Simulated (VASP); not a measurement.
A run of VASP 6.6.1 is set up as follows.

File INCAR:

```
SYSTEM = SiO
ALGO = Normal
EDIFF = 1E-6
ENCUT = 520
GGA = PE
ISIF = 2
ISMEAR = -1
LASPH = .True.
LCHARG = .True.
LELF = .True.
LREAL = .False.
LVHAR = .True.
LWAVE = .False.
NBANDS = 12
NELM = 80
PREC = Accurate
SIGMA = 0.05
```

KPOINTS

```
k-points
0
Gamma
  9 9 9
  0 0 0
```

POSCAR

```
SiO
1.0
    0.0000000000      2.4173063535      2.4173063535
    2.4173063535      0.0000000000      2.4173063535
    2.4173063535      2.4173063535      0.0000000000
Si O
1 1
Direct
    0.7500000000      0.7500000000      0.7500000000
    0.0000000000      0.0000000000      0.0000000000
```

Potentials or basis: VASP PAW PBE potentials, release 64 (Si, O).

Launch:

```bash
$ cat potpaw_PBE.64/Si/POTCAR potpaw_PBE.64/O/POTCAR > POTCAR
$ mpirun -np 1 vasp_std > vasp.out
```

Q: Estimate the pressure.

A: 1.3 GPa.

Q: Estimate the band gap on the k mesh.

A: Zero (band 5 reaches 6.82 eV, above the bottom of band 6 at 6.46 eV).
